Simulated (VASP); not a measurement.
# TiO2 (R-3m) in VASP: single point with PBE+D3(BJ)+U

Aim: the single point of TiO2 with PBE+D3(BJ)+U.

All numbers are computed with VASP 6.6.1; they aren't measurements. Logs are shortened: lines on timing, memory, paths and dates and some standing lists are left out, and cuts for length are marked.

## 1. The cell of the first run

It takes space group R-3m (No. 166, trigonal). Conventional cell: a = 2.995 Å, b = 2.995 Å, c = 20.945 Å, α = 90.00°, β = 90.00°, γ = 120.00°. Within 2.6 Å of Ti (site symmetry -3m) lie 6 O at 1.98 Å. Within 2.6 Å of O (site symmetry 3m) lie 3 Ti at 1.98 Å and 3 O at 2.60 Å.

## 2. Single point, PBE+D3(BJ)+U, collinear spin

INCAR

```
SYSTEM = TiO2
ALGO = Normal
EDIFF = 1E-6
ENCUT = 600
GGA = PE
GGA_COMPAT = .False.
ISIF = 2
ISMEAR = 0
ISPIN = 2
IVDW = 12
LASPH = .True.
LCHARG = .True.
LDAU = .True.
LDAUJ = 0 0
LDAUL = 2 -1
LDAUPRINT = 1
LDAUTYPE = 2
LDAUU = 4 0
LELF = .True.
LMAXMIX = 4
LORBIT = 11
LREAL = .False.
LVHAR = .True.
LWAVE = .False.
MAGMOM = 1 0 0
NBANDS = 23
NELM = 200
PREC = Accurate
SIGMA = 0.1
```

KPOINTS

```
k-points
0
Gamma
  9 9 9
  0 0 0
```

POSCAR

```
TiO2
1.0
    1.4973312015      0.8644845722      6.9815443949
   -1.4973312015      0.8644845722      6.9815443949
    0.0000000000     -1.7289691445      6.9815443949
Ti O
1 2
Direct
    0.0000000000      0.0000000000      0.0000000000
    0.6204670000      0.6204670000      0.6204670000
    0.3795330000      0.3795330000      0.3795330000
```

Potentials or basis: VASP PAW PBE potentials, release 64 (Ti_sv, O).

Command:

```sh
$ cat potpaw_PBE.64/Ti_sv/POTCAR potpaw_PBE.64/O/POTCAR > POTCAR
$ mpirun -np 1 vasp_std > vasp.out
```

OUTCAR:

```text
SYSTEM = TiO2
   EDIFF = 1E-6
   ENCUT = 600
   GGA = PE
   ISIF = 2
   ISMEAR = 0
   ISPIN = 2
   IVDW = 12
   LASPH = .True.
   LORBIT = 11
   LREAL = .False.
   NELM = 200
   PREC = Accurate
 IVDW          = 12

 ion  position               nearest neighbor table
   1  0.000  0.000  0.000-   2 1.98   3 1.98   2 1.98   2 1.98   3 1.98   3 1.98
   2  0.620  0.620  0.620-   1 1.98   1 1.98   1 1.98
   3  0.380  0.380  0.380-   1 1.98   1 1.98   1 1.98

  LATTYP: Found a trigonal (rhomboedric) cell.
 ALAT       =     7.1924471802
 COS(alpha) =     0.9133213014

  Lattice vectors:

 A1 = (   1.4973312015,   0.8644845722,   6.9815443949)
 A2 = (  -1.4973312015,   0.8644845722,   6.9815443949)
 A3 = (   0.0000000000,  -1.7289691445,   6.9815443949)

Analysis of symmetry for initial positions (statically):
=====================================================================
 Subroutine PRICEL returns:
 Original cell was already a primitive cell.

 Routine SETGRP: Setting up the symmetry group for a
 trigonal (rhombohedral) supercell.

 Subroutine GETGRP returns: Found 12 space group operations
 (whereof 12 operations were pure point group operations)
 out of a pool of 12 trial point group operations.

The static configuration has the point symmetry D_3d.

Analysis of symmetry for dynamics (positions and initial velocities):
=====================================================================
 Subroutine PRICEL returns:
 Original cell was already a primitive cell.

 Routine SETGRP: Setting up the symmetry group for a
 trigonal (rhombohedral) supercell.

 Subroutine GETGRP returns: Found 12 space group operations
 (whereof 12 operations were pure point group operations)
 out of a pool of 12 trial point group operations.

The dynamic configuration has the point symmetry D_3d.

Analysis of structural, dynamic, and magnetic symmetry:
=====================================================================
 Subroutine PRICEL returns:
 Original cell was already a primitive cell.

 Routine SETGRP: Setting up the symmetry group for a
 trigonal (rhombohedral) supercell.

 Subroutine GETGRP returns: Found 12 space group operations
 (whereof 12 operations were pure point group operations)
 out of a pool of 12 trial point group operations.

The overall configuration has the point symmetry D_3d.

 Subroutine INISYM returns: Found 12 space group operations
 (whereof 12 operations are pure point group operations),
 and found     1 'primitive' translations

----------------------------------------------------------------------------------------

                                     Primitive cell

  volume of cell :      54.2223

  direct lattice vectors                    reciprocal lattice vectors
     1.497331201  0.864484572  6.981544395     0.333927457  0.192793107  0.047744928
    -1.497331201  0.864484572  6.981544395    -0.333927457  0.192793107  0.047744928
     0.000000000 -1.728969144  6.981544395     0.000000000 -0.385586214  0.047744928

  length of vectors
     7.192447180  7.192447180  7.192447180     0.388530960  0.388530960  0.388530960

  position of ions in fractional coordinates (direct lattice)
     0.000000000  0.000000000  0.000000000
     0.620467000  0.620467000  0.620467000
     0.379533000  0.379533000  0.379533000

  ion indices of the primitive-cell ions
   primitive index   ion index
                 1           1
                 2           2
                 3           3

----------------------------------------------------------------------------------------

 KPOINTS: k-points

Automatic generation of k-mesh.
 Grid dimensions read from file:
 generate k-points for:    9    9    9

 Generating k-lattice:

  Cartesian coordinates                     Fractional coordinates (reciprocal lattice)
     0.037103051  0.021421456  0.005304992     0.111111111  0.000000000  0.000000000
    -0.037103051  0.021421456  0.005304992     0.000000000  0.111111111  0.000000000
     0.000000000 -0.042842913  0.005304992     0.000000000  0.000000000  0.111111111

  Length of vectors
     0.043170107  0.043170107  0.043170107

  Shift w.r.t. Gamma in fractional coordinates (k-lattice)
     0.000000000  0.000000000  0.000000000

 Subroutine IBZKPT returns following result:
 ===========================================

 Found     85 irreducible k-points:

 Following reciprocal coordinates:
            Coordinates               Weight
  0.000000  0.000000  0.000000      1.000000
  0.111111 -0.000000  0.000000      6.000000
  0.222222 -0.000000  0.000000      6.000000
  0.333333  0.000000  0.000000      6.000000
  0.444444 -0.000000  0.000000      6.000000
  0.111111  0.111111  0.000000      6.000000
[... 16 lines left out ...]
 -0.333333  0.333333  0.000000      6.000000
  0.444444  0.444444  0.000000      6.000000
 [... further k-points ...]
   k-points           NKPTS =     85   k-points in BZ     NKDIM =     85   number of bands    NBANDS=     23
   number of dos      NEDOS =    301   number of ions     NIONS =      3
   total plane-waves  NPLWV = 216000
   dimension x,y,z NGX =    60 NGY =   60 NGZ =   60
   dimension x,y,z NGXF=   120 NGYF=  120 NGZF=  120
   ions per type =               1   2
   NGX,Y,Z   is equivalent  to a cutoff of  13.87, 13.87, 13.87 a.u.
   NGXF,Y,Z  is equivalent  to a cutoff of  27.74, 27.74, 27.74 a.u.
 SYSTEM =  TiO2
   PREC   = accura    normal or accurate (medium, high low for compatibility)
   ISTART =      0    job   : 0-new  1-cont  2-samecut
   ICHARG =      2    charge: 1-file 2-atom 10-const
   ISPIN  =      2    spin polarized calculation?
   LNONCOLLINEAR =      F non collinear calculations
   LSORBIT =      F    spin-orbit coupling
   LASPH  =      T    aspherical Exc in radial PAW
   ENCUT  =  600.0 eV  44.10 Ry    6.64 a.u.  14.37 14.37 14.37*2*pi/ulx,y,z
   NELM   =    200;   NELMIN=  2; NELMDL= -5     # of ELM steps
   EDIFF  = 0.1E-05   stopping-criterion for ELM
   LREAL  =      F    real-space projection
[... 7 lines left out ...]
   TEBEG  =    0.0;   TEEND  =   0.0 temperature during run
   PSTRESS=    0.0 pullay stress
   NELECT =      24.0000    total number of electrons
   NUPDOWN=      -1.0000    fix difference up-down
   EMIN   =  10.00;   EMAX   =-10.00  energy-range for DOS
   EFERMI =   0.00;   METHOD = LEGACY
   ISMEAR =     0;   SIGMA  =   0.10  broadening in eV -4-tet -1-fermi 0-gaus
   EFERMI_NEDOS =   21; number of points for ismear=-14 and -15
   IALGO  =     38    algorithm
   IMIX   =      4    mixing-type and parameters
     AMIX     =   0.40;   BMIX     =  1.00
     AMIX_MAG =   1.60;   BMIX_MAG =  1.00
  volume/ion in A,a.u.               =      18.07       121.97
  Fermi-wavevector in a.u.,A,eV,Ry     =   1.247630  2.357680 21.178579  1.556582
  Thomas-Fermi vector in A             =   2.381754
   LORBIT       =     11    0 simple, 1 ext, 2 COOP (PROOUT), +10 PAW based schemes
 LDA+U is selected, type is set to LDAUTYPE =  2
   angular momentum for each species LDAUL =     2   -1
   U (eV)           for each species LDAUU =   4.0  0.0
   J (eV)           for each species LDAUJ =   0.0  0.0
   GGA     = PE    functional components
   LHFCALC =     F    Hartree Fock is set to
   AEXX    =    0.0000 exact exchange contribution
   IVDW    =    12    specifies the selected vdW correction
   LEPSILON=     F    determine dielectric tensor
   LRPA    =     F    only Hartree local field effects (RPA)
 spin polarized calculation
 Gauss-broadening in eV      SIGMA  =   0.10
  energy-cutoff  :      600.00
  volume of cell :       54.22
 maximum number of plane-waves:      1834
 NGX is ok and might be reduce to    60
   NGX = 29   NGY = 29   NGZ = 29

 number of electron      23.9999998 magnetization       0.0006466

atom =   1  type =  1  l = 2

 onsite density matrix

spin component  1

  0.1754 -0.0000 -0.0000 -0.0871  0.0000
 -0.0000  0.1876  0.0000  0.0000 -0.0871
 -0.0000  0.0000  0.0910 -0.0000 -0.0000
 -0.0871  0.0000 -0.0000  0.1876 -0.0000
  0.0000 -0.0871 -0.0000 -0.0000  0.1754

spin component  2

  0.1754 -0.0000 -0.0000 -0.0871  0.0000
 -0.0000  0.1876  0.0000  0.0000 -0.0871
 -0.0000  0.0000  0.0910 -0.0000 -0.0000
 -0.0871  0.0000 -0.0000  0.1876 -0.0000
  0.0000 -0.0871 -0.0000 -0.0000  0.1754

 occupancies and eigenvectors

  o =  0.0910  v =  0.0000  0.0000  0.0000  0.0000  0.0000 -0.0000 -0.0000 -1.0000 -0.0000 -0.0000      0.0000  0.0000  0.0000  0.0000  0.0000  0.0000  0.0000  0.0000  0.0000  0.0000
  o =  0.0910  v =  0.0000  0.0000  1.0000  0.0000  0.0000  0.0000  0.0000  0.0000  0.0000  0.0000      0.0000  0.0000  0.0000  0.0000  0.0000  0.0000  0.0000  0.0000  0.0000  0.0000
  o =  0.0942  v =  0.0000  0.0000  0.0000  0.0000  0.0000 -0.0000 -0.6819  0.0000 -0.0000 -0.7315      0.0000  0.0000  0.0000  0.0000  0.0000  0.0000  0.0000  0.0000  0.0000  0.0000
  o =  0.0942  v =  0.0000  0.0000  0.0000  0.0000  0.0000  0.7315 -0.0000  0.0000  0.6819 -0.0000      0.0000  0.0000  0.0000  0.0000  0.0000  0.0000  0.0000  0.0000  0.0000  0.0000
  o =  0.0942  v =  0.0000 -0.6819  0.0000  0.0000 -0.7315  0.0000  0.0000  0.0000  0.0000  0.0000      0.0000  0.0000  0.0000  0.0000  0.0000  0.0000  0.0000  0.0000  0.0000  0.0000
  o =  0.0942  v = -0.7315  0.0000 -0.0000 -0.6819  0.0000  0.0000  0.0000  0.0000  0.0000  0.0000      0.0000  0.0000  0.0000  0.0000  0.0000  0.0000  0.0000  0.0000  0.0000  0.0000
  o =  0.2688  v =  0.0000  0.0000  0.0000  0.0000  0.0000  0.0000 -0.7315 -0.0000 -0.0000  0.6819      0.0000  0.0000  0.0000  0.0000  0.0000  0.0000  0.0000  0.0000  0.0000  0.0000
  o =  0.2688  v =  0.0000  0.0000  0.0000  0.0000  0.0000 -0.6819 -0.0000 -0.0000  0.7315  0.0000      0.0000  0.0000  0.0000  0.0000  0.0000  0.0000  0.0000  0.0000  0.0000  0.0000
  o =  0.2688  v =  0.0000 -0.7315 -0.0000  0.0000  0.6819  0.0000  0.0000  0.0000  0.0000  0.0000      0.0000  0.0000  0.0000  0.0000  0.0000  0.0000  0.0000  0.0000  0.0000  0.0000
  o =  0.2688  v =  0.6819  0.0000 -0.0000 -0.7315  0.0000  0.0000  0.0000  0.0000  0.0000  0.0000      0.0000  0.0000  0.0000  0.0000  0.0000  0.0000  0.0000  0.0000  0.0000  0.0000

 number of electron      23.9999998 magnetization      -0.0000532

 Free energy of the ion-electron system (eV)
  ---------------------------------------------------
  ext. energy  EPLUGINS =         0.00000000
  ---------------------------------------------------
  free energy    TOTEN  =       -23.80946563 eV

  energy without entropy =      -23.80946563  energy(sigma->0) =      -23.80946563

 E-fermi :  -0.5642     XC(G=0):  -7.6990

 val. band max:       -1.0103549375   @ k =  -0.1111   0.2222   0.1111
 cond. band min:       2.3284594043   @ k =   0.0000   0.0000   0.0000
 fundamental gap:      3.3388143417
 Fermi energy:        -0.5641761651

 spin component 1

 k-point     1 :       0.0000    0.0000    0.0000
  band No.  band energies     occupation
      1     -58.3131      1.00000
      2     -34.5356      1.00000
      3     -34.2574      1.00000
      4     -34.2574      1.00000
      5     -18.4507      1.00000
      6     -16.6724      1.00000
[... 613 lines left out ...]
     22      15.3780      0.00000
     23      16.7858      0.00000

 [... further k-points ...]

 spin component 2

 k-point     1 :       0.0000    0.0000    0.0000
  band No.  band energies     occupation
      1     -58.3130      1.00000
      2     -34.5356      1.00000
      3     -34.2574      1.00000
      4     -34.2574      1.00000
      5     -18.4507      1.00000
      6     -16.6724      1.00000
[... 613 lines left out ...]
     22      15.3778      0.00000
     23      16.7854      0.00000

 [... further k-points ...]

------------------------ aborting loop because EDIFF is reached ----------------------------------------

 Edisp (eV)   -0.44157

 E8    (eV) :    -0.1749

  FORCE on cell =-STRESS in cart. coord.  units (eV):
  Direction    XX          YY          ZZ          XY          YZ          ZX
  --------------------------------------------------------------------------------------
  -------------------------------------------------------------------------------------
  Total       1.29968     1.29968     0.28560     0.00000    -0.00000     0.00000
  in kB      38.40333    38.40333     8.43901     0.00000    -0.00000     0.00000
  external pressure =       28.42 kB  Pullay stress =        0.00 kB

 VOLUME and BASIS-vectors are now :
 -----------------------------------------------------------------------------
  energy-cutoff  :      600.00
  volume of cell :       54.22
      direct lattice vectors                 reciprocal lattice vectors
     1.497331201  0.864484572  6.981544395     0.333927457  0.192793107  0.047744928
    -1.497331201  0.864484572  6.981544395    -0.333927457  0.192793107  0.047744928
     0.000000000 -1.728969144  6.981544395     0.000000000 -0.385586214  0.047744928

 POSITION                                       TOTAL-FORCE (eV/Angst)
 -----------------------------------------------------------------------------------
      0.00000      0.00000      0.00000         0.000000     -0.000000      0.000000
      0.00000     -0.00000     12.99545         0.000000      0.000000     -0.284756
      0.00000     -0.00000      7.94918         0.000000     -0.000000      0.284756
 -----------------------------------------------------------------------------------
    total drift:                                0.000000      0.000000      0.000000

  FREE ENERGIE OF THE ION-ELECTRON SYSTEM (eV)
  ---------------------------------------------------
  free  energy   TOTEN  =       -24.2510326327 eV

  energy  without entropy=      -24.2510326327  energy(sigma->0) =      -24.25103263

 total charge

# of ion       s       p       d       tot
------------------------------------------
    1        2.224   6.306   1.607  10.137
    2        1.572   3.485   0.000   5.057
    3        1.572   3.485   0.000   5.057
--------------------------------------------------
tot          5.368  13.276   1.607  20.251

 magnetization (x)

# of ion       s       p       d       tot
------------------------------------------
    1       -0.000   0.000   0.000   0.000
    2       -0.000  -0.000   0.000  -0.000
    3       -0.000  -0.000   0.000  -0.000
--------------------------------------------------
tot         -0.000  -0.000   0.000   0.000
```

It took 32 min on 1 thread of Oxide Virtual Turin-like, shared host; peak memory 0.69 GiB.

Results:

* Free energy: -24.2510 eV
* Pressure: 2.8 GPa
* Largest force: 0.285 eV/Å
* Band gap on the k mesh: 3.34 eV (least direct gap 3.53 eV)
* Net moment: 0.00 μB per cell
* Valence electrons inside the program's atomic spheres: Ti 10.14; O 5.06
* Dispersion energy per atom: -0.147 eV

Forces in eV/Å, atoms in the order of the input:
```
Ti   0.000  0.000  0.000
O    0.000  0.000 -0.285
O    0.000  0.000  0.285
```

Eigenvalues of the final occupation matrices:
```tsv
site	spin	trace	eigenvalues
site 1 d	1	0.82	0.09 0.09 0.09 0.27 0.27
site 1 d	2	0.82	0.09 0.09 0.09 0.27 0.27
```
